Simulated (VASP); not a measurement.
# Zr: single point with PBEsol+U

Crystal: Zr.

```
CELL_PARAMETERS angstrom
0.00000 2.26462 2.26462
2.26462 0.00000 2.26462
2.26462 2.26462 0.00000
ATOMIC_POSITIONS crystal
Zr 0.00000 0.00000 0.00000
```

| Quantity | Value |
| --- | --- |
| Program | VASP 6.6.1 |
| Task | single point |
| Functional | PBEsol |
| Potentials or basis | VASP PAW PBE potentials, release 64 (Zr_sv) |
| Cutoff | 500 eV |
| k mesh | 2 × 3 × 2 |
| Occupations | fermi-dirac, width 0.25 eV |
| Spin | no spin polarisation |
| Hubbard terms | Zr d U = 3.3 eV |

- Pressure: -0.6 GPa
- Band gap on the k mesh: zero (band 6 reaches 10.39 eV, above the bottom of band 7 at 9.79 eV)

Levels at points of the mesh, in eV from the Fermi level:
| k point | band 2 | band 3 | band 4 | band 5 | band 6 | band 7 | band 8 | band 9 | band 10 | band 11 |
| --- | --- | --- | --- | --- | --- | --- | --- | --- | --- | --- |
| (0.00, 0.00, 0.00) | -27.49 | -27.47 | -27.38 | -6.60 | 0.59 | 0.63 | 0.68 | 3.24 | 3.29 | 9.50 |
| (0.50, 0.00, 0.00) | -28.42 | -27.60 | -27.53 | -3.62 | 0.08 | 0.50 | 0.52 | 4.98 | 5.02 | 8.93 |
| (0.00, 0.00, 0.50) | -28.42 | -27.60 | -27.53 | -3.62 | 0.08 | 0.50 | 0.52 | 4.98 | 5.02 | 8.93 |
| (0.50, 0.00, 0.50) | -28.30 | -27.83 | -27.78 | -3.52 | -2.65 | 1.95 | 5.14 | 5.46 | 5.55 | 8.72 |

Eigenvalues of the final occupation matrices:
```csv
site,spin,trace,eigenvalues
site 1 d,1,0.77,0.11 0.13 0.16 0.16 0.21
site 1 d,2,0.77,0.11 0.13 0.16 0.16 0.21
```

Wall time 2.5 s on 1 thread of Intel(R) Xeon(R) 6975P-C (Granite Rapids), with other jobs on the host, peak memory 0.13 GiB.

Caveat: the k points lie up to 1.20 Å⁻¹ apart; the PAW data sets were made with another functional, which shifts forces and pressure a little; U without spin polarisation on a metal has little footing; the U is typed as a test and isn't derived for this compound.
